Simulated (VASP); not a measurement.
# CdP (Cmcm) in VASP: a series of runs

The runs below take CdP through single point, with PBE.

All numbers are computed with VASP 6.6.1; they aren't measurements. Logs are shortened: lines on timing, memory, paths and dates and some standing lists are left out, and cuts for length are marked.

**1. The cell of the first run**

Symmetry: Cmcm, No. 63, orthorhombic system. The conventional cell has a = 4.239 Å, b = 11.534 Å, c = 3.409 Å, α = 90.00°, β = 90.00°, γ = 90.00°. Cd (site symmetry m2m) has 7 P at 2.92 to 3.44 Å and 6 Cd at 3.37 to 3.41 Å within 3.8 Å. Within 3.1 Å of P (site symmetry m2m) lie 2 P at 2.37 Å and 5 Cd at 2.92 to 3.05 Å.

**2. Single point, PBE**

INCAR

```
ALGO = Normal
EDIFF = 1E-7
ENCUT = 520
GGA = PE
ISIF = 2
ISMEAR = 0
LASPH = T
LCHARG = F
LREAL = F
LWAVE = F
NBANDS = 25
NELM = 100
PREC = Accurate
SIGMA = 0.1
```

KPOINTS

```
k-points
0
Gamma
  4 4 4
```

POSCAR

```
CdP
1.0
    2.1192720135     -5.7672388416      0.0000000000
    2.1192720135      5.7672388416      0.0000000000
    0.0000000000      0.0000000000      3.4087442270
Cd P
2 2
Direct
    0.8363243428      0.1636756572      0.7500000000
    0.1636756572      0.8363243428      0.2500000000
    0.5716322158      0.4283677842      0.7500000000
    0.4283677842      0.5716322158      0.2500000000
```

Potentials or basis: VASP PAW PBE potentials, release 64 (Cd, P).

The run is started by

```bash
$ cat potpaw_PBE.64/Cd/POTCAR potpaw_PBE.64/P/POTCAR > POTCAR
$ mpirun -np 1 vasp_std > vasp.out
```

OUTCAR:

```text
EDIFF = 1E-7
   ENCUT = 520
   GGA = PE
   ISIF = 2
   ISMEAR = 0
   LASPH = T
   LREAL = F
   NELM = 100
   PREC = Accurate

 ion  position               nearest neighbor table
   1  0.836  0.164  0.750-   4 2.92   4 2.92   4 2.92   4 2.92   3 3.05   2 3.37   2 3.37   2 3.37
                             2 3.37
   2  0.164  0.836  0.250-   3 2.92   3 2.92   3 2.92   3 2.92   4 3.05   1 3.37   1 3.37   1 3.37
                             1 3.37
   3  0.572  0.428  0.750-   4 2.37   4 2.37   2 2.92   2 2.92   2 2.92   2 2.92   1 3.05
   4  0.428  0.572  0.250-   3 2.37   3 2.37   1 2.92   1 2.92   1 2.92   1 2.92   2 3.05

  LATTYP: Found a base centered orthorhombic cell.
 ALAT       =     4.2385440270
 B/A-ratio  =     2.7213301572
 C/A-ratio  =     0.8042252729

  Lattice vectors:

 A1 = (   2.1192720135,  -5.7672388416,   0.0000000000)
 A2 = (   2.1192720135,   5.7672388416,   0.0000000000)
 A3 = (   0.0000000000,   0.0000000000,   3.4087442270)

Analysis of symmetry for initial positions (statically):
=====================================================================
 Subroutine PRICEL returns:
 Original cell was already a primitive cell.

 Routine SETGRP: Setting up the symmetry group for a
 base centered orthorhombic supercell.

 Subroutine GETGRP returns: Found  8 space group operations
 (whereof  4 operations were pure point group operations)
 out of a pool of  8 trial point group operations.

The static configuration has the point symmetry C_2h.
 The point group associated with its full space group is D_2h.

Analysis of symmetry for dynamics (positions and initial velocities):
=====================================================================
 Subroutine PRICEL returns:
 Original cell was already a primitive cell.

 Routine SETGRP: Setting up the symmetry group for a
 base centered orthorhombic supercell.

 Subroutine GETGRP returns: Found  8 space group operations
 (whereof  4 operations were pure point group operations)
 out of a pool of  8 trial point group operations.

The dynamic configuration has the point symmetry C_2h.
 The point group associated with its full space group is D_2h.

 Subroutine INISYM returns: Found  8 space group operations
 (whereof  4 operations are pure point group operations),
 and found     1 'primitive' translations

----------------------------------------------------------------------------------------

                                     Primitive cell

  volume of cell :      83.3257

  direct lattice vectors                    reciprocal lattice vectors
     2.119272013 -5.767238842  0.000000000     0.235930073 -0.086696600  0.000000000
     2.119272013  5.767238842  0.000000000     0.235930073  0.086696600  0.000000000
     0.000000000  0.000000000  3.408744227     0.000000000  0.000000000  0.293363166

  length of vectors
     6.144294730  6.144294730  3.408744227     0.251354928  0.251354928  0.293363166

  position of ions in fractional coordinates (direct lattice)
     0.836324343  0.163675657  0.750000000
     0.163675657  0.836324343  0.250000000
     0.571632216  0.428367784  0.750000000
     0.428367784  0.571632216  0.250000000

  ion indices of the primitive-cell ions
   primitive index   ion index
                 1           1
                 2           2
                 3           3
                 4           4

----------------------------------------------------------------------------------------

 KPOINTS: k-points

Automatic generation of k-mesh.
 Grid dimensions read from file:
 generate k-points for:    4    4    4

 Generating k-lattice:

  Cartesian coordinates                     Fractional coordinates (reciprocal lattice)
     0.058982518 -0.021674150  0.000000000     0.250000000 -0.000000000  0.000000000
     0.058982518  0.021674150  0.000000000    -0.000000000  0.250000000  0.000000000
     0.000000000  0.000000000  0.073340792     0.000000000  0.000000000  0.250000000

  Length of vectors
     0.062838732  0.062838732  0.073340792

  Shift w.r.t. Gamma in fractional coordinates (k-lattice)
     0.000000000  0.000000000  0.000000000

 Subroutine IBZKPT returns following result:
 ===========================================

 Found     21 irreducible k-points:

 Following reciprocal coordinates:
            Coordinates               Weight
  0.000000  0.000000  0.000000      1.000000
  0.250000  0.000000  0.000000      4.000000
  0.500000  0.000000  0.000000      2.000000
  0.250000  0.250000  0.000000      2.000000
  0.500000  0.250000  0.000000      4.000000
 -0.250000  0.250000  0.000000      2.000000
[... 13 lines left out ...]
 -0.250000  0.250000  0.500000      2.000000
  0.500000  0.500000  0.500000      1.000000
   k-points           NKPTS =     21   k-points in BZ     NKDIM =     21   number of bands    NBANDS=     25
   number of dos      NEDOS =    301   number of ions     NIONS =      4
   total plane-waves  NPLWV =  64512
   dimension x,y,z NGX =    48 NGY =   48 NGZ =   28
   dimension x,y,z NGXF=    96 NGYF=   96 NGZF=   56
   ions per type =               2   2
   NGX,Y,Z   is equivalent  to a cutoff of  12.99, 12.99, 13.66 a.u.
   NGXF,Y,Z  is equivalent  to a cutoff of  25.97, 25.97, 27.31 a.u.
 SYSTEM =  unknown system
   PREC   = accura    normal or accurate (medium, high low for compatibility)
   ISTART =      0    job   : 0-new  1-cont  2-samecut
   ICHARG =      2    charge: 1-file 2-atom 10-const
   ISPIN  =      1    spin polarized calculation?
   LNONCOLLINEAR =      F non collinear calculations
   LSORBIT =      F    spin-orbit coupling
   LASPH  =      T    aspherical Exc in radial PAW
   ENCUT  =  520.0 eV  38.22 Ry    6.18 a.u.  11.42 11.42  6.34*2*pi/ulx,y,z
   NELM   =    100;   NELMIN=  2; NELMDL= -5     # of ELM steps
   EDIFF  = 0.1E-06   stopping-criterion for ELM
   LREAL  =      F    real-space projection
   EDIFFG = 0.1E-05   stopping-criterion for IOM
   NSW    =      0    number of steps for IOM
   IBRION =     -1    ionic relax: 0-MD 1-quasi-New 2-CG
   NFREE  =      0    steps in history (QN), initial steepest desc. (CG)
   ISIF   =      2    stress and relaxation
   ISYM   =      2    0-nonsym 1-usesym 2-fastsym
   POTIM  = 0.5000    time-step for ionic-motion
   TEBEG  =    0.0;   TEEND  =   0.0 temperature during run
   PSTRESS=    0.0 pullay stress
   NELECT =      34.0000    total number of electrons
   NUPDOWN=      -1.0000    fix difference up-down
   EMIN   =  10.00;   EMAX   =-10.00  energy-range for DOS
   EFERMI =   0.00;   METHOD = LEGACY
   ISMEAR =     0;   SIGMA  =   0.10  broadening in eV -4-tet -1-fermi 0-gaus
   EFERMI_NEDOS =   21; number of points for ismear=-14 and -15
   IALGO  =     38    algorithm
   IMIX   =      4    mixing-type and parameters
     AMIX     =   0.40;   BMIX     =  1.00
     AMIX_MAG =   1.60;   BMIX_MAG =  1.00
  volume/ion in A,a.u.               =      20.83       140.58
  Fermi-wavevector in a.u.,A,eV,Ry     =   1.214250  2.294600 20.060472  1.474403
  Thomas-Fermi vector in A             =   2.349676
   LORBIT       =      0    0 simple, 1 ext, 2 COOP (PROOUT), +10 PAW based schemes
   GGA     = PE    functional components
   LHFCALC =     F    Hartree Fock is set to
   AEXX    =    0.0000 exact exchange contribution
   IVDW    =     0    specifies the selected vdW correction
   LEPSILON=     F    determine dielectric tensor
   LRPA    =     F    only Hartree local field effects (RPA)
 non-spin polarized calculation
 Gauss-broadening in eV      SIGMA  =   0.10
  energy-cutoff  :      520.00
  volume of cell :       83.33
 maximum number of plane-waves:      2258
 NGX is ok and might be reduce to    48
   NGX = 23   NGY = 23   NGZ = 13

 number of electron      34.0000003 magnetization

 Free energy of the ion-electron system (eV)
  ---------------------------------------------------
  ext. energy  EPLUGINS =         0.00000000
  ---------------------------------------------------
  free energy    TOTEN  =       -11.28186238 eV

  energy without entropy =      -11.27145158  energy(sigma->0) =      -11.27665698

 E-fermi :   4.3071     XC(G=0): -10.4193

 val. band max:        4.2709288364   @ k =   0.5000   0.2500   0.5000
 cond. band min:       4.3497518411   @ k =  -0.2500   0.2500   0.2500
 fundamental gap:      0.0788230046
 Fermi energy:         4.3071346721

 k-point     1 :       0.0000    0.0000    0.0000
  band No.  band energies     occupation
      1      -9.1422      2.00000
      2      -5.5116      2.00000
      3      -4.6623      2.00000
      4      -4.4670      2.00000
      5      -4.4279      2.00000
      6      -4.2942      2.00000
[... 17 lines left out ...]
     24      11.0938      0.00000
     25      12.1191      0.00000

 k-point     2 :       0.2500    0.0000    0.0000
  band No.  band energies     occupation
      1      -8.9757      2.00000
      2      -5.2963      2.00000
      3      -4.6035      2.00000
      4      -4.5044      2.00000
      5      -4.4399      2.00000
      6      -4.3434      2.00000
[... 17 lines left out ...]
     24      11.0441      0.00000
     25      12.0328      0.00000

 k-point     3 :       0.5000    0.0000    0.0000
  band No.  band energies     occupation
      1      -8.8010      2.00000
      2      -4.9107      2.00000
      3      -4.5902      2.00000
      4      -4.5060      2.00000
      5      -4.3693      2.00000
      6      -4.3646      2.00000
[... 17 lines left out ...]
     24      11.1596      0.00000
     25      12.5482      0.00000

 k-point     4 :       0.2500    0.2500    0.0000
  band No.  band energies     occupation
      1      -8.8011      2.00000
      2      -4.9077      2.00000
      3      -4.5677      2.00000
      4      -4.5079      2.00000
      5      -4.3813      2.00000
      6      -4.3511      2.00000
[... 17 lines left out ...]
     24      11.5923      0.00000
     25      11.7530      0.00000

 k-point     5 :       0.5000    0.2500    0.0000
  band No.  band energies     occupation
      1      -8.9169      2.00000
      2      -5.1949      2.00000
      3      -4.6239      2.00000
      4      -4.5167      2.00000
      5      -4.4829      2.00000
      6      -4.3627      2.00000
[... 17 lines left out ...]
     24      11.9699      0.00000
     25      12.5388      0.00000

 k-point     6 :      -0.2500    0.2500    0.0000
  band No.  band energies     occupation
      1      -9.0817      2.00000
      2      -5.5290      2.00000
      3      -4.6632      2.00000
      4      -4.5205      2.00000
      5      -4.4499      2.00000
      6      -4.3248      2.00000
[... 17 lines left out ...]
     24      12.0070      0.00000
     25      12.2967      0.00000
[... 309 lines left out ...]
 k-point    18 :       0.2500    0.2500    0.5000
  band No.  band energies     occupation
      1      -6.5088      2.00000
      2      -6.5088      2.00000
      3      -4.5959      2.00000
      4      -4.5959      2.00000
      5      -4.4399      2.00000
      6      -4.4399      2.00000
[... 17 lines left out ...]
     24       9.4371      0.00000
     25      13.6958      0.00000

 k-point    19 :       0.5000    0.2500    0.5000
  band No.  band energies     occupation
      1      -6.4692      2.00000
      2      -6.4692      2.00000
      3      -4.6284      2.00000
      4      -4.6284      2.00000
      5      -4.5184      2.00000
      6      -4.5184      2.00000
[... 17 lines left out ...]
     24       9.4289      0.00000
     25      11.3768      0.00000

 k-point    20 :      -0.2500    0.2500    0.5000
  band No.  band energies     occupation
      1      -6.4863      2.00000
      2      -6.4863      2.00000
      3      -4.6565      2.00000
      4      -4.6565      2.00000
      5      -4.4963      2.00000
      6      -4.4963      2.00000
[... 17 lines left out ...]
     24       8.8281      0.00000
     25      10.7684      0.00000

 k-point    21 :       0.5000    0.5000    0.5000
  band No.  band energies     occupation
      1      -6.4500      2.00000
      2      -6.4500      2.00000
      3      -4.6323      2.00000
      4      -4.6323      2.00000
      5      -4.3556      2.00000
      6      -4.3556      2.00000
[... 17 lines left out ...]
     24       9.3701      0.00000
     25      11.6328      0.00000

------------------------ aborting loop because EDIFF is reached ----------------------------------------

  FORCE on cell =-STRESS in cart. coord.  units (eV):
  Direction    XX          YY          ZZ          XY          YZ          ZX
  --------------------------------------------------------------------------------------
  -------------------------------------------------------------------------------------
  Total        0.0403815      0.1434604     -0.0645812      0.0000000     -0.0000000      0.0000000
  in kB        0.7764515      2.7584396     -1.2417596      0.0000000     -0.0000000      0.0000000
  external PRESSURE =       0.7643772 kB  Pullay stress =       0.0000000 kB

 VOLUME and BASIS-vectors are now :
 -----------------------------------------------------------------------------
  energy-cutoff  :      520.00
  volume of cell :       83.33
      direct lattice vectors                 reciprocal lattice vectors
     2.119272013 -5.767238842  0.000000000     0.235930073 -0.086696600  0.000000000
     2.119272013  5.767238842  0.000000000     0.235930073  0.086696600  0.000000000
     0.000000000  0.000000000  3.408744227     0.000000000  0.000000000  0.293363166

 POSITION                                       TOTAL-FORCE (eV/Angst)
 -----------------------------------------------------------------------------------
      2.11927     -3.87933      2.55656         0.000000      0.006282     -0.000000
      2.11927      3.87933      0.85219         0.000000     -0.006282      0.000000
      2.11927     -0.82624      2.55656         0.000000      0.047037      0.000000
      2.11927      0.82624      0.85219         0.000000     -0.047037      0.000000
 -----------------------------------------------------------------------------------
    total drift:                                0.000000      0.000000      0.000000

  FREE ENERGIE OF THE ION-ELECTRON SYSTEM (eV)
  ---------------------------------------------------
  free  energy   TOTEN  =       -11.2818623783 eV

  energy  without entropy=      -11.2714515825  energy(sigma->0) =      -11.27665698
```

It took 55 s on 1 thread of Intel Xeon 6975P-C (Granite Rapids), shared host; peak memory 0.25 GiB.

Results:

```
Free energy            : -11.2819 eV
Pressure               : 0.1 GPa
Largest force          : 0.047 eV/Å
Band gap on the k mesh : zero (bands 17 and 18 overlap by 1.75 eV)
```

Forces in eV/Å, atoms in the order of the input:
```
Cd   0.000  0.006  0.000
Cd   0.000 -0.006  0.000
P    0.000  0.047  0.000
P    0.000 -0.047  0.000
```

Stress tensor (GPa, compression positive):
```
 0.08  0.00  0.00
 0.00  0.28  0.00
 0.00  0.00 -0.12
```

Caveat: the k points lie up to 0.46 Å⁻¹ apart, too coarse for converged energies and pressures of a metal.

**3. Single point, PBE**

This run uses another cell than the first one, of 21.13 Å³/atom.

INCAR

```
SYSTEM = CdP
ALGO = Normal
EDIFF = 1E-6
ENCUT = 520
GGA = PE
ISIF = 2
ISMEAR = 0
LASPH = .TRUE.
LCHARG = .FALSE.
LREAL = .FALSE.
LWAVE = .FALSE.
NBANDS = 25
NELM = 60
PREC = Accurate
SIGMA = 0.1
```

KPOINTS

```
k-points
0
G
  4 4 6
  0 0 0
```

POSCAR

```
CdP
1.0
    1.8268540934     -7.3352893597      0.0000000000
    1.8268540934      7.3352893597      0.0000000000
    0.0000000000      0.0000000000      3.1533903989
Cd P
2 2
Direct
    0.8214359816      0.1785640184      0.2500000000
    0.1785640184      0.8214359816      0.7500000000
    0.5516804083      0.4483195917      0.2500000000
    0.4483195917      0.5516804083      0.7500000000
```

Potentials or basis: VASP PAW PBE potentials, release 64 (Cd, P).

The run is started by

```bash
$ cat potpaw_PBE.64/Cd/POTCAR potpaw_PBE.64/P/POTCAR > POTCAR
$ mpirun -np 1 vasp_std > vasp.out
```

It took 88 s on 1 thread of Intel Xeon 6975P-C (Granite Rapids), shared host; peak memory 0.27 GiB.

It converged, with:

```yaml
Free_energy: -11.7067 eV
Pressure: -0.1 GPa
Largest_force: 0.081 eV/Å
Band_gap_on_the_k_mesh: zero (bands 17 and 18 overlap by 2.54 eV)
```

Forces in eV/Å, atoms in the order of the input:
```
Cd   0.000  0.015  0.000
Cd   0.000 -0.015  0.000
P    0.000  0.081  0.000
P    0.000 -0.081  0.000
```

Levels at points of the mesh, in eV from the Fermi level:
```tsv
k point	band 14	band 15	band 16	band 17	band 18	band 19	band 20	band 21
(0.00, 0.00, 0.00)	-2.35	-2.02	-1.62	0.24	1.28	2.89	2.94	4.08
(0.50, 0.00, 0.00)	-4.47	-3.06	-2.29	-1.76	0.29	1.89	3.34	4.57
(0.50, 0.50, 0.00)	-4.53	-2.44	-2.00	1.71	2.34	2.44	3.88	4.13
(0.00, 0.00, 0.50)	-4.87	-2.46	-2.46	0.33	0.33	2.79	2.79	4.54
(0.50, 0.00, 0.50)	-3.84	-2.76	-2.76	0.03	0.03	1.06	1.06	2.20
(0.50, 0.50, 0.50)	-5.14	-0.74	-0.74	-0.14	-0.14	0.33	0.33	5.84
```

Caveat: the k points lie up to 0.44 Å⁻¹ apart, too coarse for converged energies and pressures of a metal.

The gap in the log of VASP goes by the Fermi energy; the results here count the filled bands.